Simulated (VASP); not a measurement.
A run of VASP 6.6.1 is set up as follows.

Contents of INCAR:

```
ALGO     = Fast           # electronic algorithm
EDIFF    = 1E-7           # SCF threshold, eV
ENCUT    = 520            # plane-wave cutoff, eV
GGA      = PE             # functional
ISIF     = 2              # what is computed and relaxed
ISMEAR   = 0              # smearing method
LASPH    = True           # aspherical terms in the spheres
LCHARG   = False          # write CHGCAR
LREAL    = False          # projectors in reciprocal space
LWAVE    = False          # write WAVECAR
NBANDS   = 10             # bands
NELM     = 80             # most SCF steps
PREC     = Accurate       # precision mode
SIGMA    = 0.15           # smearing width, eV
```

KPOINTS

```
k-points
0
Gamma
  16 16 16
```

The input POSCAR:

```
Na
1.0
   -2.1492625000      2.1492625000      2.0857375000
    2.1492625000     -2.1492625000      2.0857375000
    2.1492625000      2.1492625000     -2.0857375000
Na
1
Direct
    0.0000000000      0.0000000000      0.0000000000
```

Potentials or basis: VASP PAW PBE potentials, release 64 (Na_pv).

Command:

```bash
$ cat potpaw_PBE.64/Na_pv/POTCAR > POTCAR
$ mpirun -np 1 vasp_std > vasp.out
```

Problem. What does it give for the band gap on the k mesh?

Solution. Zero (an odd number of electrons rules out a gap without spin polarisation).

Problem. What does it give for the pressure?

Solution. -0.3 GPa.

Caveat: the cell differs from its parent crystal (strain +0.015 along x and y, -0.015 along z).
